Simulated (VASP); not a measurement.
# MgTe (P6_3mc) in VASP: dielectric tensor with r2SCAN

Aim: the dielectric tensor of MgTe with r2SCAN.

All numbers are computed with VASP 6.6.1; they aren't measurements. Logs are shortened: lines on timing, memory, paths and dates and some standing lists are left out, and cuts for length are marked.

**1. The cell of the first run**

The structure is hexagonal, space group P6_3mc (No. 186). Conventional cell: a = 4.395 Å, b = 4.395 Å, c = 7.157 Å, α = 90.00°, β = 90.00°, γ = 120.00°. Within 3.5 Å of Mg (site symmetry 3m) lie 4 Te at 2.69 Å. Within 3.5 Å of Te (site symmetry 3m) lie 4 Mg at 2.69 Å.

**2. Dielectric tensor, r2SCAN (strain -4.0%)**

Input file INCAR:

```
SYSTEM = MgTe
PREC = Accurate
ENCUT = 580
EDIFF = 1E-8
ISMEAR = 0
SIGMA = 0.01
LREAL = .FALSE.
LASPH = .TRUE.
NELM = 120
ALGO = Normal
ISIF = 2
LWAVE = .FALSE.
LCHARG = .FALSE.
METAGGA = R2SCAN
LMIXTAU = .TRUE.
LCALCEPS = .TRUE.
GGA_COMPAT = .FALSE.
```

Input file KPOINTS:

```
Automatic mesh
0
G
  6 6 4
  0 0 0
```

Input file POSCAR:

```
MgTe
1.0
    4.3945302200      0.0000000000      0.0000000000
   -2.1972651100      3.8057748082      0.0000000000
    0.0000000000      0.0000000000      7.1568856891
Mg Te
2 2
Direct
    0.3333333333      0.6666666667     -0.0006080519
    0.6666666667      0.3333333333      0.4993919481
    0.3333333333      0.6666666667      0.3756080519
    0.6666666667      0.3333333333      0.8756080519
```

Potentials or basis: VASP PAW PBE potentials, release 64 (Mg, Te).

Launch:

```bash
$ cat potpaw_PBE.64/Mg/POTCAR potpaw_PBE.64/Te/POTCAR > POTCAR
$ mpirun -np 1 vasp_std > vasp.out
```

OUTCAR:

```text
SYSTEM = MgTe
   PREC = Accurate
   ENCUT = 580
   EDIFF = 1E-8
   ISMEAR = 0
   LREAL = .FALSE.
   LASPH = .TRUE.
   NELM = 120
   ISIF = 2
   METAGGA = R2SCAN

 ion  position               nearest neighbor table
   1  0.333  0.667  0.999-   4 2.69   4 2.69   4 2.69   3 2.69
   2  0.667  0.333  0.499-   3 2.69   3 2.69   3 2.69   4 2.69
   3  0.333  0.667  0.376-   2 2.69   2 2.69   2 2.69   1 2.69
   4  0.667  0.333  0.876-   1 2.69   1 2.69   1 2.69   2 2.69

  LATTYP: Found a hexagonal cell.
 ALAT       =     4.3945302200
 C/A-ratio  =     1.6285894807

  Lattice vectors:

 A1 = (   4.3945302200,   0.0000000000,   0.0000000000)
 A2 = (  -2.1972651100,   3.8057748082,   0.0000000000)
 A3 = (   0.0000000000,   0.0000000000,   7.1568856891)

Analysis of symmetry for initial positions (statically):
=====================================================================
 Subroutine PRICEL returns:
 Original cell was already a primitive cell.

 Routine SETGRP: Setting up the symmetry group for a
 hexagonal supercell.

 Subroutine GETGRP returns: Found 12 space group operations
 (whereof  6 operations were pure point group operations)
 out of a pool of 24 trial point group operations.

The static configuration has the point symmetry C_3v.
 The point group associated with its full space group is C_6v.

Analysis of symmetry for dynamics (positions and initial velocities):
=====================================================================
 Subroutine PRICEL returns:
 Original cell was already a primitive cell.

 Routine SETGRP: Setting up the symmetry group for a
 hexagonal supercell.

 Subroutine GETGRP returns: Found 12 space group operations
 (whereof  6 operations were pure point group operations)
 out of a pool of 24 trial point group operations.

The dynamic configuration has the point symmetry C_3v.
 The point group associated with its full space group is C_6v.

 Subroutine INISYM returns: Found 12 space group operations
 (whereof  6 operations are pure point group operations),
 and found     1 'primitive' translations

----------------------------------------------------------------------------------------

                                     Primitive cell

  volume of cell :     119.6960

  direct lattice vectors                    reciprocal lattice vectors
     4.394530220  0.000000000  0.000000000     0.227555609  0.131379292  0.000000000
    -2.197265110  3.805774808  0.000000000     0.000000000  0.262758584  0.000000000
     0.000000000  0.000000000  7.156885689     0.000000000  0.000000000  0.139725579

  length of vectors
     4.394530220  4.394530220  7.156885689     0.262758584  0.262758584  0.139725579

  position of ions in fractional coordinates (direct lattice)
     0.333333333  0.666666667  0.999391948
     0.666666667  0.333333333  0.499391948
     0.333333333  0.666666667  0.375608052
     0.666666667  0.333333333  0.875608052

  ion indices of the primitive-cell ions
   primitive index   ion index
                 1           1
                 2           2
                 3           3
                 4           4

----------------------------------------------------------------------------------------

 KPOINTS: Automatic mesh

Automatic generation of k-mesh.
 Grid dimensions read from file:
 generate k-points for:    6    6    4

 Generating k-lattice:

  Cartesian coordinates                     Fractional coordinates (reciprocal lattice)
     0.037925935  0.021896549  0.000000000     0.166666667 -0.000000000  0.000000000
     0.000000000  0.043793097  0.000000000     0.000000000  0.166666667  0.000000000
     0.000000000  0.000000000  0.034931395     0.000000000  0.000000000  0.250000000

  Length of vectors
     0.043793097  0.043793097  0.034931395
[... 49 lines left out ...]
   NELM   =    120;   NELMIN=  2; NELMDL= -5     # of ELM steps
   EDIFF  = 0.1E-07   stopping-criterion for ELM
   LREAL  =      F    real-space projection
   EDIFFG = 0.1E-06   stopping-criterion for IOM
   NSW    =      0    number of steps for IOM
   IBRION =     -1    ionic relax: 0-MD 1-quasi-New 2-CG
   NFREE  =      0    steps in history (QN), initial steepest desc. (CG)
   ISIF   =      2    stress and relaxation
   ISYM   =      2    0-nonsym 1-usesym 2-fastsym
   POTIM  = 0.5000    time-step for ionic-motion
   TEBEG  =    0.0;   TEEND  =   0.0 temperature during run
   PSTRESS=    0.0 pullay stress
   NELECT =      16.0000    total number of electrons
   NUPDOWN=      -1.0000    fix difference up-down
   EMIN   =  10.00;   EMAX   =-10.00  energy-range for DOS
   EFERMI =   0.00;   METHOD = LEGACY
   ISMEAR =     0;   SIGMA  =   0.01  broadening in eV -4-tet -1-fermi 0-gaus
   EFERMI_NEDOS =   21; number of points for ismear=-14 and -15
   IALGO  =     38    algorithm
   IMIX   =      4    mixing-type and parameters
     AMIX     =   0.40;   BMIX     =  1.00
     AMIX_MAG =   1.60;   BMIX_MAG =  1.00
  volume/ion in A,a.u.               =      29.92       201.94
  Fermi-wavevector in a.u.,A,eV,Ry     =   0.837057  1.581808  9.533115  0.700664
  Thomas-Fermi vector in A             =   1.950884
   LORBIT       =      0    0 simple, 1 ext, 2 COOP (PROOUT), +10 PAW based schemes
   METAGGA = R2SCAN    functional components
   LHFCALC =     F    Hartree Fock is set to
   AEXX    =    0.0000 exact exchange contribution
   IVDW    =     0    specifies the selected vdW correction
   LEPSILON=     F    determine dielectric tensor
   LRPA    =     F    only Hartree local field effects (RPA)
   LRPA       =     F
 non-spin polarized calculation
 Gauss-broadening in eV      SIGMA  =   0.01
  energy-cutoff  :      580.00
  volume of cell :      119.70
 maximum number of plane-waves:      3825
 NGX is ok and might be reduce to    36
   NGX = 17   NGY = 17   NGZ = 29

 Total electronic dipole moment: p[elc]=(    -0.00000    -0.00000    -0.10077 ) |e| Angst

 number of electron      16.0000000 magnetization

 Free energy of the ion-electron system (eV)
  ---------------------------------------------------
  ext. energy  EPLUGINS =         0.00000000
  ---------------------------------------------------
  free energy    TOTEN  =       -63.11162994 eV

  energy without entropy =      -63.11162994  energy(sigma->0) =      -63.11162994

 E-fermi :   2.6446     XC(G=0):  -8.6535

 val. band max:        2.5734922022   @ k =   0.0000   0.0000   0.0000
 cond. band min:   10000.0000000000   @ k =   0.0000   0.0000   0.0000
 fundamental gap:   9997.4265077978
 Fermi energy:         2.6445852598

 k-point     1 :       0.0000    0.0000    0.0000
  band No.  band energies     occupation
      1      -8.4345      2.00000
      2      -7.6050      2.00000
      3      -1.1859      2.00000
      4       1.9989      2.00000
      5       1.9989      2.00000
      6       2.5668      2.00000
      7       2.5668      2.00000
      8       2.5735      2.00000
      9   10000.0000      0.00000
     10   10000.0000      0.00000
     11   10000.0000      0.00000
     12   10000.0000      0.00000
[... 331 lines left out ...]
 k-point    24 :      -0.5000    0.5000    0.0000
  band No.  band energies     occupation
      1      -7.6305      2.00000
      2      -7.3350      2.00000
      3      -0.9387      2.00000
      4      -0.3728      2.00000
      5       0.2620      2.00000
      6       1.1142      2.00000
      7       1.3719      2.00000
      8       2.0528      2.00000
      9   10000.0000      0.00000
     10   10000.0000      0.00000
     11   10000.0000      0.00000
     12   10000.0000      0.00000

 [... further k-points ...]

------------------------ aborting loop because EDIFF is reached ----------------------------------------

            Ionic dipole moment: p[ion]=(     0.00000     0.00000    17.92703 ) |e| Angst

 Total electronic dipole moment: p[elc]=(    -0.00000     0.00000    -0.07354 ) |e| Angst

 MACROSCOPIC STATIC DIELECTRIC TENSOR (including local field effects)
 ------------------------------------------------------
           4.983121     0.000000    -0.000000
           0.000000     4.983121     0.000000
           0.000000     0.000000     5.116840
 ------------------------------------------------------

 PIEZOELECTRIC TENSOR (including local field effects) (e Angst)
          XX          YY          ZZ          XY          YZ          ZX
  --------------------------------------------------------------------------------
  x     0.00000     0.00000     0.00000     0.00000    -0.00000     1.54890
  y     0.00000     0.00000     0.00000    -0.00000     1.54889     0.00000
  z     1.50034     1.50034    -2.87303    -0.00000     0.00000     0.00000

 PIEZOELECTRIC TENSOR (including local field effects) (C/m^2)
          XX          YY          ZZ          XY          YZ          ZX
  --------------------------------------------------------------------------------
  x     0.00000     0.00000     0.00000     0.00000    -0.00000     0.20733
  y     0.00000     0.00000     0.00000    -0.00000     0.20732     0.00000
  z     0.20083     0.20083    -0.38457    -0.00000     0.00000     0.00000

 BORN EFFECTIVE CHARGES (including local field effects) (in |e|, cummulative output)
 ---------------------------------------------------------------------------------
 ion    1
    1     1.78596    -0.00000     0.00000
    2     0.00000     1.78596     0.00000
    3     0.00000     0.00000     1.87252
 ion    2
    1     1.78596     0.00000     0.00000
    2     0.00000     1.78596    -0.00000
    3     0.00000    -0.00000     1.87252
 ion    3
    1    -1.78596     0.00000     0.00000
    2     0.00000    -1.78596     0.00000
    3     0.00000     0.00000    -1.87252
 ion    4
    1    -1.78596     0.00000     0.00000
    2     0.00000    -1.78596     0.00000
    3     0.00000     0.00000    -1.87252

  FORCE on cell =-STRESS in cart. coord.  units (eV):
  Direction    XX          YY          ZZ          XY          YZ          ZX
  --------------------------------------------------------------------------------------
  -------------------------------------------------------------------------------------
  Total        4.3286315      4.3286315      4.3340544      0.0000000      0.0000000      0.0000000
  in kB       57.9404119     57.9404119     58.0129989      0.0000000      0.0000000      0.0000000
  external PRESSURE =      57.9646076 kB  Pullay stress =       0.0000000 kB

 VOLUME and BASIS-vectors are now :
 -----------------------------------------------------------------------------
  energy-cutoff  :      580.00
  volume of cell :      119.70
      direct lattice vectors                 reciprocal lattice vectors
     4.394530220  0.000000000  0.000000000     0.227555609  0.131379292  0.000000000
    -2.197265110  3.805774808  0.000000000     0.000000000  0.262758584  0.000000000
     0.000000000  0.000000000  7.156885689     0.000000000  0.000000000  0.139725579

 POSITION                                       TOTAL-FORCE (eV/Angst)
 -----------------------------------------------------------------------------------
     -0.00000      2.53718      7.15253        -0.000000      0.000000      0.003131
      2.19727      1.26859      3.57409         0.000000     -0.000000      0.003131
     -0.00000      2.53718      2.68818        -0.000000      0.000000     -0.003131
      2.19727      1.26859      6.26663        -0.000000     -0.000000     -0.003131
 -----------------------------------------------------------------------------------
    total drift:                               -0.000000     -0.000000      0.010529

  FREE ENERGIE OF THE ION-ELECTRON SYSTEM (eV)
  ---------------------------------------------------
  free  energy   TOTEN  =       -63.1116299352 eV

  energy  without entropy=      -63.1116299352  energy(sigma->0) =      -63.11162994
```

Run time: 35 min. Hardware: 1 thread of Intel Xeon Platinum 8488C (Sapphire Rapids), shared host; peak memory 0.71 GiB.

What came out:

```
Band gap on the k mesh                  : 3.58 eV (least direct gap 3.77 eV)
Electronic dielectric tensor (diagonal) : 4.98, 4.98, 5.12
Born charges (mean of the diagonal)     : Mg +1.81; Te -1.81 e
```

Electronic dielectric tensor:
```
4.98 0.00 0.00
0.00 4.98 0.00
0.00 0.00 5.12
```

Born effective charge tensors (e):
atom 1, Mg
```
1.79 0.00 0.00
0.00 1.79 0.00
0.00 0.00 1.87
```
atom 2, Mg
```
1.79 0.00 0.00
0.00 1.79 0.00
0.00 0.00 1.87
```
atom 3, Te
```
-1.79  0.00  0.00
 0.00 -1.79  0.00
 0.00  0.00 -1.87
```
atom 4, Te
```
-1.79  0.00  0.00
 0.00 -1.79  0.00
 0.00  0.00 -1.87
```

Dipole moments of the cell (e·Å, modulo the quantum): ionic 0.000, 0.000, 17.927; electronic 0.000, 0.000, -0.074

Caveat: the cell differs from its parent crystal (strain -4.0%); the structure was generated, so it needn't be the stable form of MgTe; the PAW data sets were made with another functional, which shifts forces and pressure a little; spin-orbit coupling is left out, which moves the levels of the heavy elements.

The gap in the log of VASP goes by the Fermi energy; the results here count the filled bands.